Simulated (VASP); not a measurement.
Runs of VASP 6.6.1 on CsI. The structure is that of space group Pm-3m (No. 221), or close to it. The cells are those of the table. 

```csv
level,cell,k mesh,cutoff (eV),gap on the mesh (eV),pressure (GPa)
PBE,"a = 4.758 Å, 2 atoms",4 × 4 × 4,500,3.51,-0.5
r2SCAN,"a = 4.514 Å, 2 atoms",4 × 4 × 4,550,4.55,(a)
PBE,"a = 4.619 Å, 2 atoms",4 × 4 × 4,500,3.77,0.4
PBE,"a = 4.608 Å, 2 atoms",6 × 6 × 6,500,(b),0.4
PBE,"a = 4.571 Å, 2 atoms",4 × 4 × 4,500,3.87,(c)
```

Alike in all rows: task single point; potentials or basis VASP PAW PBE potentials, release 64 (Cs_sv, I); no spin polarisation; smearing gaussian 0.01 eV.

Problem. Fill in the values left out.

Solution. (a) 1.0; (b) 3.79; (c) 0.8.

Caveats: spin-orbit coupling is left out, which moves the levels of the heavy elements; the PAW data sets were made with another functional, which shifts forces and pressure a little (at least some runs).

A k mesh can miss the band edges, and the runs leave out spin-orbit coupling on Cs, I.
